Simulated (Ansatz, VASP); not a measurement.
# KCdI3 in VASP and in Ansatz

POSCAR

```
KCdI3
1.0
    5.8776154400      0.0000000000      0.0000000000
    0.0000000000      5.8776154400      0.0000000000
    0.0000000000      0.0000000000      5.9828483009
K Cd I
1 1 3
Direct
    0.0000000000      0.0000000000      0.0000000000
    0.5000000000      0.5000000000      0.5000000000
    0.5000000000      0.5000000000      0.0000000000
    0.5000000000      0.0000000000      0.5000000000
    0.0000000000      0.5000000000      0.5000000000
```

The input INCAR.step1:

```
SYSTEM = KCdI3
  PREC = Accurate
  ENCUT = 520
  ISMEAR = -1
  SIGMA = 0.02
  LREAL = .FALSE.
  LASPH = .TRUE.
  NELM = 80
  NBANDS = 29
  GGA = PE
  ALGO = Normal
  EDIFF = 1E-4
  LWAVE = .TRUE.
  LCHARG = .FALSE.
```

File INCAR.step2:

```
SYSTEM = KCdI3
  PREC = Accurate
  ENCUT = 520
  EDIFF = 1E-6
  ISMEAR = -1
  SIGMA = 0.02
  LREAL = .FALSE.
  LASPH = .TRUE.
  NELM = 80
  ALGO = Normal
  ISIF = 2
  LWAVE = .FALSE.
  LCHARG = .FALSE.
  METAGGA = R2SCAN
  LMIXTAU = .TRUE.
  NBANDS = 29
  ISTART = 1
```

KPOINTS

```
Automatic mesh
0
G
  4 4 4
  0 0 0
```

Input for Ansatz:

```yaml
crystal:
  lattice:
    - [5.87761544, 0.0, 0.0]
    - [0.0, 5.87761544, 0.0]
    - [0.0, 0.0, 5.9828483009]
  atoms:
    - { symbol: K, position: [0.0, 0.0, 0.0] }
    - { symbol: Cd, position: [0.5, 0.5, 0.5] }
    - { symbol: I, position: [0.5, 0.5, 0.0] }
    - { symbol: I, position: [0.5, 0.0, 0.5] }
    - { symbol: I, position: [0.0, 0.5, 0.5] }
kpoints:
  mp_grid: { grid: [4, 4, 4] }
  band_path:
    path: [[0.0, 0.0, 0.0], [0.0, 0.5, 0.0], [0.5, 0.5, 0.0], [0.5, 0.5, 0.5]]
    npoints: 1
hamiltonian:
  xc: r2scan
scf:
  occupations: { method: fermi_dirac, width: 0.02 }
  n_extra_bands: 5
output:
  forces: true
  stress: true
  eigenvalues: true
```

Change from the starting cell: epitaxial_xy strain -1.0%.

Alike in both runs: task single point; functional r2SCAN; k mesh 4 × 4 × 4; occupations fermi-dirac, width 0.02 eV; no spin polarisation.

|  | VASP | Ansatz |
| --- | --- | --- |
| version | VASP 6.6.1 | Ansatz 0.2.0 |
| potentials or method | VASP PAW PBE potentials, release 64 (K_sv, Cd, I) | plane waves, PAW |
| plane-wave cutoff (eV) | 520 | 500 |
| valence electrons in the cell | 42 | 80 |

VASP gave:

| Quantity | Value |
| --- | --- |
| pressure (GPa) | 0.4 |
| traceless stress, the component that is largest in VASP (GPa) | -0.31 |

**Question.** What did Ansatz give for the same quantities?

**Answer.** Pressure (GPa): 0.3; traceless stress, the component that is largest in VASP (GPa): -0.30.

VASP's potentials were made for PBE, not for r2SCAN. VASP's potentials hold 42 valence electrons a cell and Ansatz's 80, so a difference there can come from the potentials and not from the codes.

Neither program's run includes spin-orbit coupling.
